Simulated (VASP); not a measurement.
# Ti (P6/mmm) in VASP: settings compared

Aim: see how the results for Ti move with the level of theory and the settings. Levels: PBEsol, RPBE. Tasks: relaxation of cell and atoms.

All numbers are computed with VASP 6.6.1; they aren't measurements. Logs are shortened: lines on timing, memory, paths and dates and some standing lists are left out, and cuts for length are marked.

## Step 1: The cell of the first run

Symmetry: P6/mmm, No. 191, hexagonal system. Conventional cell: a = 4.567 Å, b = 4.567 Å, c = 2.826 Å, α = 90.00°, β = 90.00°, γ = 120.00°. Ti (site symmetry -6m2) has 11 Ti at 2.64 to 2.99 Å within 3.5 Å. Within 3.7 Å of Ti (site symmetry 6/mmm) lie 14 Ti at 2.83 to 2.99 Å.

## Step 2: Relaxation of cell and atoms, PBEsol

The input, INCAR:

```
SYSTEM = Ti
ALGO     = Normal         ! electronic algorithm
EDIFF    = 1E-7           ! SCF threshold, eV
EDIFFG   = -0.01          ! ionic threshold
ENCUT    = 600            ! plane-wave cutoff, eV
GGA      = PS             ! functional
IBRION   = 2              ! ionic algorithm
ISIF     = 3              ! what is computed and relaxed
ISMEAR   = -1             ! smearing method
LASPH    = .True.         ! aspherical terms in the spheres
LCHARG   = .False.        ! write CHGCAR
LREAL    = .False.        ! projectors in reciprocal space
LWAVE    = .False.        ! write WAVECAR
NELM     = 60             ! most SCF steps
NSW      = 60             ! ionic steps
PREC     = Accurate       ! precision mode
SIGMA    = 0.05           ! smearing width, eV
```

The input, KPOINTS:

```
k-points
0
Gamma
  7 7 9
  0 0 0
```

The input, POSCAR:

```
Ti
1.0
    4.5673748306      0.0000000000      0.0000000000
   -2.2836874153      3.9554626319      0.0000000000
    0.0000000000      0.0000000000      2.8262442700
Ti
3
Direct
    0.6666666667      0.3333333333      0.5000000000
    0.3333333333      0.6666666667      0.5000000000
    0.0000000000      0.0000000000      0.0000000000
```

Potentials or basis: VASP PAW PBE potentials, release 64 (Ti_sv).

Command:

```bash
$ cat potpaw_PBE.64/Ti_sv/POTCAR > POTCAR
$ mpirun -np 1 vasp_std > vasp.out
```

OUTCAR:

```text
SYSTEM = Ti
   EDIFF = 1E-7
   EDIFFG = -0.01
   ENCUT = 600
   GGA = PS
   IBRION = 2
   ISIF = 3
   ISMEAR = -1
   LASPH = .True.
   LREAL = .False.
   NELM = 60
   NSW = 60
   PREC = Accurate

 ion  position               nearest neighbor table
   1  0.667  0.333  0.500-   2 2.64   2 2.64   2 2.64
   2  0.333  0.667  0.500-   1 2.64   1 2.64   1 2.64
   3  0.000  0.000  0.000-

  LATTYP: Found a hexagonal cell.
 ALAT       =     4.5673748306
 C/A-ratio  =     0.6187896494

  Lattice vectors:

 A1 = (   4.5673748306,   0.0000000000,   0.0000000000)
 A2 = (  -2.2836874153,   3.9554626319,   0.0000000000)
 A3 = (   0.0000000000,   0.0000000000,   2.8262442700)

Analysis of symmetry for initial positions (statically):
=====================================================================
 Subroutine PRICEL returns:
 Original cell was already a primitive cell.

 Routine SETGRP: Setting up the symmetry group for a
 hexagonal supercell.

 Subroutine GETGRP returns: Found 24 space group operations
 (whereof 24 operations were pure point group operations)
 out of a pool of 24 trial point group operations.

The static configuration has the point symmetry D_6h.

Analysis of symmetry for dynamics (positions and initial velocities):
=====================================================================
 Subroutine PRICEL returns:
 Original cell was already a primitive cell.

 Routine SETGRP: Setting up the symmetry group for a
 hexagonal supercell.

 Subroutine GETGRP returns: Found 24 space group operations
 (whereof 24 operations were pure point group operations)
 out of a pool of 24 trial point group operations.

The dynamic configuration has the point symmetry D_6h.

 Subroutine INISYM returns: Found 24 space group operations
 (whereof 24 operations are pure point group operations),
 and found     1 'primitive' translations

----------------------------------------------------------------------------------------

                                     Primitive cell

  volume of cell :      51.0592

  direct lattice vectors                    reciprocal lattice vectors
     4.567374831  0.000000000  0.000000000     0.218944150  0.126407464  0.000000000
    -2.283687415  3.955462632  0.000000000     0.000000000  0.252814928  0.000000000
     0.000000000  0.000000000  2.826244270     0.000000000  0.000000000  0.353826458

  length of vectors
     4.567374831  4.567374831  2.826244270     0.252814928  0.252814928  0.353826458

  position of ions in fractional coordinates (direct lattice)
     0.666666667  0.333333333  0.500000000
     0.333333333  0.666666667  0.500000000
     0.000000000  0.000000000  0.000000000

  ion indices of the primitive-cell ions
   primitive index   ion index
                 1           1
                 2           2
                 3           3

----------------------------------------------------------------------------------------

 KPOINTS: k-points

Automatic generation of k-mesh.
 Grid dimensions read from file:
 generate k-points for:    7    7    9

 Generating k-lattice:

  Cartesian coordinates                     Fractional coordinates (reciprocal lattice)
     0.031277736  0.018058209  0.000000000     0.142857143 -0.000000000  0.000000000
     0.000000000  0.036116418  0.000000000     0.000000000  0.142857143  0.000000000
     0.000000000  0.000000000  0.039314051     0.000000000  0.000000000  0.111111111

  Length of vectors
     0.036116418  0.036116418  0.039314051

  Shift w.r.t. Gamma in fractional coordinates (k-lattice)
     0.000000000  0.000000000  0.000000000

 Subroutine IBZKPT returns following result:
 ===========================================

 Found     40 irreducible k-points:

 Following reciprocal coordinates:
            Coordinates               Weight
  0.000000  0.000000  0.000000      1.000000
  0.142857  0.000000  0.000000      6.000000
  0.285714  0.000000  0.000000      6.000000
  0.428571  0.000000  0.000000      6.000000
  0.142857  0.142857  0.000000      6.000000
  0.285714  0.142857  0.000000     12.000000
[... 16 lines left out ...]
  0.428571  0.142857  0.222222     12.000000
  0.285714  0.285714  0.222222     12.000000
 [... further k-points ...]
   k-points           NKPTS =     40   k-points in BZ     NKDIM =     40   number of bands    NBANDS=     22
   number of dos      NEDOS =    301   number of ions     NIONS =      3
   total plane-waves  NPLWV =  31104
   dimension x,y,z NGX =    36 NGY =   36 NGZ =   24
   dimension x,y,z NGXF=    72 NGYF=   72 NGZF=   48
   ions per type =               3
   NGX,Y,Z   is equivalent  to a cutoff of  13.10, 13.10, 14.12 a.u.
   NGXF,Y,Z  is equivalent  to a cutoff of  26.21, 26.21, 28.23 a.u.
 SYSTEM =  Ti
   PREC   = accura    normal or accurate (medium, high low for compatibility)
   ISTART =      0    job   : 0-new  1-cont  2-samecut
   ICHARG =      2    charge: 1-file 2-atom 10-const
   ISPIN  =      1    spin polarized calculation?
   LNONCOLLINEAR =      F non collinear calculations
   LSORBIT =      F    spin-orbit coupling
   LASPH  =      T    aspherical Exc in radial PAW
   ENCUT  =  600.0 eV  44.10 Ry    6.64 a.u.   9.12  9.12  5.64*2*pi/ulx,y,z
   NELM   =     60;   NELMIN=  2; NELMDL= -5     # of ELM steps
   EDIFF  = 0.1E-06   stopping-criterion for ELM
   LREAL  =      F    real-space projection
   EDIFFG = -.1E-01   stopping-criterion for IOM
   NSW    =     60    number of steps for IOM
   IBRION =      2    ionic relax: 0-MD 1-quasi-New 2-CG
   NFREE  =      1    steps in history (QN), initial steepest desc. (CG)
   ISIF   =      3    stress and relaxation
   ISYM   =      2    0-nonsym 1-usesym 2-fastsym
   POTIM  = 0.5000    time-step for ionic-motion
   TEBEG  =    0.0;   TEEND  =   0.0 temperature during run
   PSTRESS=    0.0 pullay stress
   NELECT =      36.0000    total number of electrons
   NUPDOWN=      -1.0000    fix difference up-down
   EMIN   =  10.00;   EMAX   =-10.00  energy-range for DOS
   EFERMI =   0.00;   METHOD = LEGACY
   ISMEAR =    -1;   SIGMA  =   0.05  broadening in eV -4-tet -1-fermi 0-gaus
   EFERMI_NEDOS =   21; number of points for ismear=-14 and -15
   IALGO  =     38    algorithm
   IMIX   =      4    mixing-type and parameters
     AMIX     =   0.40;   BMIX     =  1.00
     AMIX_MAG =   1.60;   BMIX_MAG =  1.00
  volume/ion in A,a.u.               =      17.02       114.85
  Fermi-wavevector in a.u.,A,eV,Ry     =   1.457084  2.753489 28.886426  2.123092
  Thomas-Fermi vector in A             =   2.573926
   LORBIT       =      0    0 simple, 1 ext, 2 COOP (PROOUT), +10 PAW based schemes
   GGA     = PS    functional components
   LHFCALC =     F    Hartree Fock is set to
   AEXX    =    0.0000 exact exchange contribution
   IVDW    =     0    specifies the selected vdW correction
   LEPSILON=     F    determine dielectric tensor
   LRPA    =     F    only Hartree local field effects (RPA)
 conjugate gradient relaxation of ions
 non-spin polarized calculation
  energy-cutoff  :      600.00
  volume of cell :       51.06
 maximum number of plane-waves:      1728
   NGX = 19   NGY = 19   NGZ = 11

--------------------------------------- Ionic step        1  -------------------------------------------

 number of electron      35.9999989 magnetization

 Free energy of the ion-electron system (eV)
  ---------------------------------------------------
  ext. energy  EPLUGINS =         0.00000000
  ---------------------------------------------------
  free energy    TOTEN  =       -25.04953557 eV

  energy without entropy =      -25.02720117  energy(sigma->0) =      -25.03836837

------------------------ aborting loop because EDIFF is reached ----------------------------------------

  FORCE on cell =-STRESS in cart. coord.  units (eV):
  Direction    XX          YY          ZZ          XY          YZ          ZX
  --------------------------------------------------------------------------------------
  -------------------------------------------------------------------------------------
  Total       -1.2593216     -1.2593216     -1.2294710      0.0000000      0.0000000      0.0000000
  in kB      -39.5160561    -39.5160561    -38.5793782      0.0000000      0.0000000      0.0000000
  external PRESSURE =     -39.2038301 kB  Pullay stress =       0.0000000 kB
[... 96 lines left out ...]
  energy  without entropy=      -25.0494942615  energy(sigma->0) =      -25.06063480

--------------------------------------- Ionic step        4  -------------------------------------------

 number of electron      36.0000009 magnetization

 Free energy of the ion-electron system (eV)
  ---------------------------------------------------
  ext. energy  EPLUGINS =         0.00000000
  ---------------------------------------------------
  free energy    TOTEN  =       -25.07181002 eV

  energy without entropy =      -25.04950706  energy(sigma->0) =      -25.06065854

 E-fermi :   8.6869     XC(G=0): -11.9021

 val. band max:        8.6766166737   @ k =   0.4286   0.1429   0.3333
 cond. band min:       8.7191692696   @ k =   0.4286   0.1429   0.2222
 fundamental gap:      0.0425525959
 Fermi energy:         8.6869172739

 k-point     1 :       0.0000    0.0000    0.0000
  band No.  band energies     occupation
      1     -47.8846      2.00000
      2     -47.6271      2.00000
      3     -47.4373      2.00000
      4     -24.3161      2.00000
      5     -24.3161      2.00000
      6     -24.2366      2.00000
[... 574 lines left out ...]
      6     -24.2668      2.00000
[... 14 lines left out ...]
     21       9.4808      0.00000
     22       9.7374      0.00000

 [... further k-points ...]
[... 5 lines left out ...]
  --------------------------------------------------------------------------------------
  -------------------------------------------------------------------------------------
  Total       -0.0051045     -0.0051045      0.0039202      0.0000000      0.0000000     -0.0000000
  in kB       -0.1658990     -0.1658990      0.1274087      0.0000000      0.0000000     -0.0000000
  external PRESSURE =      -0.0681298 kB  Pullay stress =       0.0000000 kB
[... 18 lines left out ...]
  FREE ENERGIE OF THE ION-ELECTRON SYSTEM (eV)
  ---------------------------------------------------
  free  energy   TOTEN  =       -25.0718100246 eV

  energy  without entropy=      -25.0495070566  energy(sigma->0) =      -25.06065854

 reached required accuracy - stopping structural energy minimisation
```

It took 86 s on 1 thread of Intel Xeon 6975P-C (Granite Rapids), shared host; peak memory 0.2 GiB.

Results:

```
Free energy                            : -25.0718 eV
Relaxed volume                         : 16.43 Å³/atom
Relaxed cell                           : a = 4.512 Å, b = 4.512 Å, c = 2.796 Å, α = 90.00°, β = 90.00°, γ = 120.00°
Space group after relaxing (to 0.05 Å) : P6/mmm (No. 191)
Energy gained by relaxing              : 7.4 meV/atom
Ionic steps                            : 4
Pressure after relaxing                : 0.0 GPa
Band gap on the k mesh                 : zero (band 18 reaches 8.89 eV, above the bottom of band 19 at 8.59 eV)
```

Step by step:
```tsv
step	energy change (eV)	largest force (eV/Å)	pressure (GPa)	volume (Å³)
1	0.0000	0.0000	-3.92	51.06
2	-0.0099	0.0000	3.22	48.04
3	-0.0222	0.0000	0.00	49.30
4	-0.0223	0.0000	-0.01	49.30
```

Final structure:
```
Ti
1.0
     4.51203    0.00000    0.00000
    -2.25601    3.90753    0.00000
     0.00000    0.00000    2.79608
Ti
3
Direct
  0.66667 0.33333 0.50000
  0.33333 0.66667 0.50000
  0.00000 0.00000 0.00000
```

Levels at points of the mesh, in eV from the Fermi level:
```
           k point  band 16  band 17  band 18  band 19  band 20  band 21
(0.00, 0.00, 0.00)    -0.71    -0.61    -0.61    -0.02     0.71     1.34
```

Caveat: the PAW data sets were made with another functional, which shifts forces and pressure a little.

## Step 3: Relaxation of cell and atoms, RPBE

The input, INCAR:

```
PREC = Accurate
ENCUT = 600
EDIFF = 1E-6
ISMEAR = -1
SIGMA = 0.05
LREAL = F
LASPH = T
NELM = 80
ALGO = Normal
ISIF = 3
LWAVE = F
LCHARG = F
GGA = RP
IBRION = 2
NSW = 60
EDIFFG = -0.01
```

The input, KPOINTS:

```
Automatic mesh
0
Gamma
  7 7 9
```

POSCAR is that of step 2.

Potentials or basis: VASP PAW PBE potentials, release 64 (Ti_sv).

Command:

```bash
$ cat potpaw_PBE.64/Ti_sv/POTCAR > POTCAR
$ mpirun -np 1 vasp_std > vasp.out
```

Wall time 94 s (1 thread of Intel Xeon 6975P-C (Granite Rapids), shared host); peak memory 0.2 GiB.

It converged, with:

- Free energy: -22.3255 eV
- Relaxed volume: 17.60 Å³/atom
- Relaxed cell: a = 4.622 Å, b = 4.622 Å, c = 2.853 Å, α = 90.00°, β = 90.00°, γ = 120.00°
- Space group after relaxing (to 0.05 Å): P6/mmm (No. 191)
- Energy gained by relaxing: 6.8 meV/atom
- Ionic steps: 5
- Pressure after relaxing: 0.1 GPa
- Band gap on the k mesh: zero (band 18 reaches 8.39 eV, above the bottom of band 19 at 8.15 eV)

The path:
| step | energy change (eV) | largest force (eV/Å) | pressure (GPa) | volume (Å³) |
| --- | --- | --- | --- | --- |
| 1 | 0.0000 | 0.0000 | 3.79 | 51.06 |
| 2 | -0.0107 | 0.0000 | -2.39 | 54.09 |
| 3 | -0.0203 | 0.0000 | -0.01 | 52.83 |
| 4 | -0.0203 | 0.0000 | 0.05 | 52.79 |
| 5 | -0.0204 | 0.0000 | 0.08 | 52.79 |

Final structure:
```
CELL_PARAMETERS angstrom
4.62217 0.00000 0.00000
-2.31109 4.00292 0.00000
0.00000 0.00000 2.85323
ATOMIC_POSITIONS crystal
Ti 0.66667 0.33333 0.50000
Ti 0.33333 0.66667 0.50000
Ti 0.00000 0.00000 0.00000
```

Levels at points of the mesh, in eV from the Fermi level:
| k point | band 14 | band 15 | band 16 | band 17 | band 18 | band 19 | band 20 | band 21 | band 22 |
| --- | --- | --- | --- | --- | --- | --- | --- | --- | --- |
| (0.00, 0.00, 0.00) | -1.85 | -0.70 | -0.70 | -0.62 | -0.62 | -0.03 | 0.67 | 1.27 | 1.27 |

Caveat: the PAW data sets were made with another functional, which shifts forces and pressure a little.
